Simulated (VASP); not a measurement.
# BN (F-43m) in VASP: a series of runs

Runs on BN. Level: LDA. Tasks: single point.

All numbers are computed with VASP 6.6.1; they aren't measurements. Logs are shortened: lines on timing, memory, paths and dates and some standing lists are left out, and cuts for length are marked.

## Step 1: The cell of the first run

Symmetry: F-43m, No. 216, cubic system. The conventional cell has a = 3.541 Å, b = 3.541 Å, c = 3.541 Å, α = 90.00°, β = 90.00°, γ = 90.00°. Within 2.0 Å of B (site symmetry -43m) lie 4 N at 1.53 Å. N (site symmetry -43m) has 4 B at 1.53 Å within 2.0 Å.

## Step 2: Single point, LDA (volume scaled by 0.94)

The input, INCAR:

```
PREC     = Accurate       # precision mode
ENCUT    = 520            # plane-wave cutoff, eV
EDIFF    = 1E-7           # SCF threshold, eV
ISMEAR   = -1             # smearing method
SIGMA    = 0.02           # smearing width, eV
LREAL    = F              # projectors in reciprocal space
LASPH    = T              # aspherical terms in the spheres
NELM     = 60             # most SCF steps
ALGO     = Normal         # electronic algorithm
ISIF     = 2              # what is computed and relaxed
LWAVE    = F              # write WAVECAR
LCHARG   = F              # write CHGCAR
GGA      = CA             # functional
NBANDS   = 11             # bands
```

The input, KPOINTS:

```
Automatic mesh
0
Gamma
  11 11 11
```

The input, POSCAR:

```
BN
1.0
    0.0000000000      1.7706018915      1.7706018915
    1.7706018915      0.0000000000      1.7706018915
    1.7706018915      1.7706018915      0.0000000000
B N
1 1
Direct
    0.0000000000      0.0000000000      0.0000000000
    0.7500000000      0.7500000000      0.7500000000
```

Potentials or basis: VASP PAW LDA potentials, release 64 (B, N).

Command:

```
$ cat potpaw_LDA.64/B/POTCAR potpaw_LDA.64/N/POTCAR > POTCAR
$ mpirun -np 1 vasp_std > vasp.out
```

OUTCAR:

```text
PREC = Accurate
   ENCUT = 520
   EDIFF = 1E-7
   ISMEAR = -1
   LREAL = F
   LASPH = T
   NELM = 60
   ISIF = 2
   GGA = CA

 ion  position               nearest neighbor table
   1  0.000  0.000  0.000-   2 1.53   2 1.53   2 1.53   2 1.53
   2  0.750  0.750  0.750-   1 1.53   1 1.53   1 1.53   1 1.53

  LATTYP: Found a face centered cubic cell.
 ALAT       =     3.5412037830

  Lattice vectors:

 A1 = (   0.0000000000,   1.7706018915,   1.7706018915)
 A2 = (   1.7706018915,   0.0000000000,   1.7706018915)
 A3 = (   1.7706018915,   1.7706018915,   0.0000000000)

Analysis of symmetry for initial positions (statically):
=====================================================================
 Subroutine PRICEL returns:
 Original cell was already a primitive cell.

 Routine SETGRP: Setting up the symmetry group for a
 face centered cubic supercell.

 Subroutine GETGRP returns: Found 24 space group operations
 (whereof 24 operations were pure point group operations)
 out of a pool of 48 trial point group operations.

The static configuration has the point symmetry T_d .

Analysis of symmetry for dynamics (positions and initial velocities):
=====================================================================
 Subroutine PRICEL returns:
 Original cell was already a primitive cell.

 Routine SETGRP: Setting up the symmetry group for a
 face centered cubic supercell.

 Subroutine GETGRP returns: Found 24 space group operations
 (whereof 24 operations were pure point group operations)
 out of a pool of 48 trial point group operations.

The dynamic configuration has the point symmetry T_d .

 Subroutine INISYM returns: Found 24 space group operations
 (whereof 24 operations are pure point group operations),
 and found     1 'primitive' translations

----------------------------------------------------------------------------------------

                                     Primitive cell

  volume of cell :      11.1018

  direct lattice vectors                    reciprocal lattice vectors
     0.000000000  1.770601891  1.770601891    -0.282389849  0.282389849  0.282389849
     1.770601891  0.000000000  1.770601891     0.282389849 -0.282389849  0.282389849
     1.770601891  1.770601891  0.000000000     0.282389849  0.282389849 -0.282389849

  length of vectors
     2.504009209  2.504009209  2.504009209     0.489113565  0.489113565  0.489113565

  position of ions in fractional coordinates (direct lattice)
     0.000000000  0.000000000  0.000000000
     0.750000000  0.750000000  0.750000000

  ion indices of the primitive-cell ions
   primitive index   ion index
                 1           1
                 2           2

----------------------------------------------------------------------------------------

 KPOINTS: Automatic mesh

Automatic generation of k-mesh.
 Grid dimensions read from file:
 generate k-points for:   11   11   11

 Generating k-lattice:

  Cartesian coordinates                     Fractional coordinates (reciprocal lattice)
    -0.025671804  0.025671804  0.025671804     0.090909091  0.000000000  0.000000000
     0.025671804 -0.025671804  0.025671804     0.000000000  0.090909091  0.000000000
     0.025671804  0.025671804 -0.025671804     0.000000000  0.000000000  0.090909091

  Length of vectors
     0.044464870  0.044464870  0.044464870

  Shift w.r.t. Gamma in fractional coordinates (k-lattice)
     0.000000000  0.000000000  0.000000000

 Subroutine IBZKPT returns following result:
 ===========================================

 Found     56 irreducible k-points:

 Following reciprocal coordinates:
            Coordinates               Weight
  0.000000  0.000000  0.000000      1.000000
  0.090909  0.000000  0.000000      8.000000
  0.181818  0.000000  0.000000      8.000000
  0.272727  0.000000  0.000000      8.000000
  0.363636  0.000000  0.000000      8.000000
  0.454545  0.000000  0.000000      8.000000
[... 16 lines left out ...]
 -0.272727  0.181818  0.000000     24.000000
 -0.181818  0.181818  0.000000     12.000000
 [... further k-points ...]
   k-points           NKPTS =     56   k-points in BZ     NKDIM =     56   number of bands    NBANDS=     11
   number of dos      NEDOS =    301   number of ions     NIONS =      2
   total plane-waves  NPLWV =   8000
   dimension x,y,z NGX =    20 NGY =   20 NGZ =   20
   dimension x,y,z NGXF=    40 NGYF=   40 NGZF=   40
   ions per type =               1   1
   NGX,Y,Z   is equivalent  to a cutoff of  13.28, 13.28, 13.28 a.u.
   NGXF,Y,Z  is equivalent  to a cutoff of  26.56, 26.56, 26.56 a.u.
 SYSTEM =  unknown system
   PREC   = accura    normal or accurate (medium, high low for compatibility)
   ISTART =      0    job   : 0-new  1-cont  2-samecut
   ICHARG =      2    charge: 1-file 2-atom 10-const
   ISPIN  =      1    spin polarized calculation?
   LNONCOLLINEAR =      F non collinear calculations
   LSORBIT =      F    spin-orbit coupling
   LASPH  =      T    aspherical Exc in radial PAW
   ENCUT  =  520.0 eV  38.22 Ry    6.18 a.u.   4.66  4.66  4.66*2*pi/ulx,y,z
   NELM   =     60;   NELMIN=  2; NELMDL= -5     # of ELM steps
   EDIFF  = 0.1E-06   stopping-criterion for ELM
   LREAL  =      F    real-space projection
   EDIFFG = 0.1E-05   stopping-criterion for IOM
   NSW    =      0    number of steps for IOM
   IBRION =     -1    ionic relax: 0-MD 1-quasi-New 2-CG
   NFREE  =      0    steps in history (QN), initial steepest desc. (CG)
   ISIF   =      2    stress and relaxation
   ISYM   =      2    0-nonsym 1-usesym 2-fastsym
   POTIM  = 0.5000    time-step for ionic-motion
   TEBEG  =    0.0;   TEEND  =   0.0 temperature during run
   PSTRESS=    0.0 pullay stress
   NELECT =       8.0000    total number of electrons
   NUPDOWN=      -1.0000    fix difference up-down
   EMIN   =  10.00;   EMAX   =-10.00  energy-range for DOS
   EFERMI =   0.00;   METHOD = LEGACY
   ISMEAR =    -1;   SIGMA  =   0.02  broadening in eV -4-tet -1-fermi 0-gaus
   EFERMI_NEDOS =   21; number of points for ismear=-14 and -15
   IALGO  =     38    algorithm
   IMIX   =      4    mixing-type and parameters
     AMIX     =   0.40;   BMIX     =  1.00
     AMIX_MAG =   1.60;   BMIX_MAG =  1.00
  volume/ion in A,a.u.               =       5.55        37.46
  Fermi-wavevector in a.u.,A,eV,Ry     =   1.467711  2.773572 29.309341  2.154176
  Thomas-Fermi vector in A             =   2.583296
   LORBIT       =      0    0 simple, 1 ext, 2 COOP (PROOUT), +10 PAW based schemes
   GGA     = CA    functional components
   LHFCALC =     F    Hartree Fock is set to
   AEXX    =    0.0000 exact exchange contribution
   IVDW    =     0    specifies the selected vdW correction
   LEPSILON=     F    determine dielectric tensor
   LRPA    =     F    only Hartree local field effects (RPA)
 non-spin polarized calculation
  energy-cutoff  :      520.00
  volume of cell :       11.10
 maximum number of plane-waves:       307
   NGX =  9   NGY =  9   NGZ =  9

 number of electron       7.9999999 magnetization

 Free energy of the ion-electron system (eV)
  ---------------------------------------------------
  ext. energy  EPLUGINS =         0.00000000
  ---------------------------------------------------
  free energy    TOTEN  =       -19.39464266 eV

  energy without entropy =      -19.39464266  energy(sigma->0) =      -19.39464266

 E-fermi :   8.6877     XC(G=0): -13.4048

 val. band max:        8.1833202968   @ k =   0.0000   0.0000   0.0000
 cond. band min:      12.7091396601   @ k =   0.4545   0.4545   0.0000
 fundamental gap:      4.5258193633
 Fermi energy:         8.6876584005

 k-point     1 :       0.0000    0.0000    0.0000
  band No.  band energies     occupation
      1     -12.6044      2.00000
      2       8.1833      2.00000
      3       8.1833      2.00000
      4       8.1833      2.00000
      5      17.1583      0.00000
      6      17.1583      0.00000
      7      17.1583      0.00000
      8      19.6456      0.00000
      9      33.8585      0.00000
     10      36.7433      0.00000
     11      36.7433      0.00000

 k-point     2 :       0.0909    0.0000    0.0000
  band No.  band energies     occupation
      1     -12.3927      2.00000
      2       7.0755      2.00000
      3       7.9535      2.00000
      4       7.9535      2.00000
      5      17.5039      0.00000
      6      17.5039      0.00000
      7      17.5139      0.00000
      8      20.2283      0.00000
      9      33.3696      0.00000
     10      34.1005      0.00000
     11      34.1005      0.00000

 k-point     3 :       0.1818    0.0000    0.0000
  band No.  band energies     occupation
      1     -11.7657      2.00000
      2       4.5998      2.00000
      3       7.4172      2.00000
      4       7.4172      2.00000
      5      18.0736      0.00000
      6      18.2602      0.00000
      7      18.2602      0.00000
      8      21.5553      0.00000
      9      32.4880      0.00000
     10      32.4880      0.00000
     11      32.5018      0.00000

 k-point     4 :       0.2727    0.0000    0.0000
  band No.  band energies     occupation
      1     -10.7551      2.00000
      2       1.7729      2.00000
      3       6.8371      2.00000
      4       6.8371      2.00000
      5      18.5784      0.00000
      6      18.8802      0.00000
      7      18.8802      0.00000
      8      22.7532      0.00000
      9      31.9907      0.00000
     10      32.3718      0.00000
     11      32.3718      0.00000
[... 239 lines left out ...]
 k-point    22 :      -0.3636    0.1818    0.0000
  band No.  band energies     occupation
      1      -7.9931      2.00000
      2      -1.6352      2.00000
      3       3.3802      2.00000
      4       5.6314      2.00000
      5      17.8450      0.00000
      6      20.7141      0.00000
      7      21.2923      0.00000
      8      24.3694      0.00000
      9      29.8258      0.00000
     10      32.5669      0.00000
     11      35.9225      0.00000

 k-point    23 :      -0.2727    0.1818    0.0000
  band No.  band energies     occupation
      1      -9.2431      2.00000
      2       0.3688      2.00000
      3       3.4370      2.00000
      4       6.3458      2.00000
      5      18.6537      0.00000
      6      19.9735      0.00000
      7      20.6899      0.00000
      8      23.3343      0.00000
      9      30.4798      0.00000
     10      30.7908      0.00000
     11      35.9750      0.00000

 k-point    24 :      -0.1818    0.1818    0.0000
  band No.  band energies     occupation
      1     -10.4215      2.00000
      2       2.4384      2.00000
      3       4.1938      2.00000
      4       7.0699      2.00000
      5      19.0377      0.00000
      6      19.2650      0.00000
      7      19.6767      0.00000
      8      22.4669      0.00000
      9      29.7928      0.00000
     10      30.9400      0.00000
     11      36.0946      0.00000

 [... further k-points ...]
[... 5 lines left out ...]
  --------------------------------------------------------------------------------------
  -------------------------------------------------------------------------------------
  Total        1.0595327      1.0595327      1.0595327     -0.0000000      0.0000000     -0.0000000
  in kB      152.9086964    152.9086964    152.9086964     -0.0000000      0.0000000     -0.0000000
  external PRESSURE =     152.9086964 kB  Pullay stress =       0.0000000 kB

 VOLUME and BASIS-vectors are now :
 -----------------------------------------------------------------------------
  energy-cutoff  :      520.00
  volume of cell :       11.10
      direct lattice vectors                 reciprocal lattice vectors
     0.000000000  1.770601891  1.770601891    -0.282389849  0.282389849  0.282389849
     1.770601891  0.000000000  1.770601891     0.282389849 -0.282389849  0.282389849
     1.770601891  1.770601891  0.000000000     0.282389849  0.282389849 -0.282389849

 POSITION                                       TOTAL-FORCE (eV/Angst)
 -----------------------------------------------------------------------------------
      0.00000      0.00000      0.00000        -0.000000     -0.000000     -0.000000
      2.65590      2.65590      2.65590         0.000000      0.000000      0.000000
 -----------------------------------------------------------------------------------
    total drift:                                0.000000      0.000000      0.000000

  FREE ENERGIE OF THE ION-ELECTRON SYSTEM (eV)
  ---------------------------------------------------
  free  energy   TOTEN  =       -19.3946426590 eV

  energy  without entropy=      -19.3946426590  energy(sigma->0) =      -19.39464266
```

Wall time 6.7 s (1 thread of AMD EPYC 9R45 (Zen 5), shared host); peak memory 0.08 GiB.

Results:

- Free energy: -19.3946 eV
- Pressure: 15.3 GPa
- Band gap on the k mesh: 4.53 eV, indirect (least direct gap 8.97 eV)

Levels at points of the mesh, in eV from the valence-band top:
| k point | band 1 | band 2 | band 3 | band 4 | band 5 | band 6 | band 7 | band 8 |
| --- | --- | --- | --- | --- | --- | --- | --- | --- |
| (0.00, 0.00, 0.00) | -20.79 | 0.00 | 0.00 | 0.00 | 8.98 | 8.98 | 8.98 | 11.46 |

 A k mesh can miss the band edges.

(Part 1 of 2 ends here.)
